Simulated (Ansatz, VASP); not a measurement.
# One calculation of Ti, two programs

```
CELL_PARAMETERS angstrom
2.78442 0.00000 0.00000
-1.39221 2.41138 0.00000
0.00000 0.00000 4.95827
ATOMIC_POSITIONS crystal
Ti 0.33333 0.66667 0.25000
Ti 0.66667 0.33333 0.75000
```

Change from the starting cell: strain -0.040 along x and y, +0.080 along z, atoms carried along.

Alike in both runs: task single point; functional PBEsol; k mesh 24 × 24 × 14; occupations gaussian, width 0.15 eV; no spin polarisation.

```csv
,VASP,Ansatz
version,VASP 6.6.1,Ansatz 0.2.0
potentials or method,"VASP PAW PBE potentials, release 64 (Ti_sv), cutoff 520 eV","scalar-relativistic, plane waves, PAW"
valence electrons in the cell,24,24
```

```csv
,VASP,Ansatz,Ansatz less VASP
gap on the k mesh at the Fermi level (eV),none,none,-
pressure (GPa),0.2,0.5,+0.27
"traceless stress, the component that is largest in VASP (GPa)",-7.70,-7.78,-0.082
```

VASP's potentials were made for PBE, not for PBEsol. A gap of «none» marks a metal or a gap that the smearing closes.
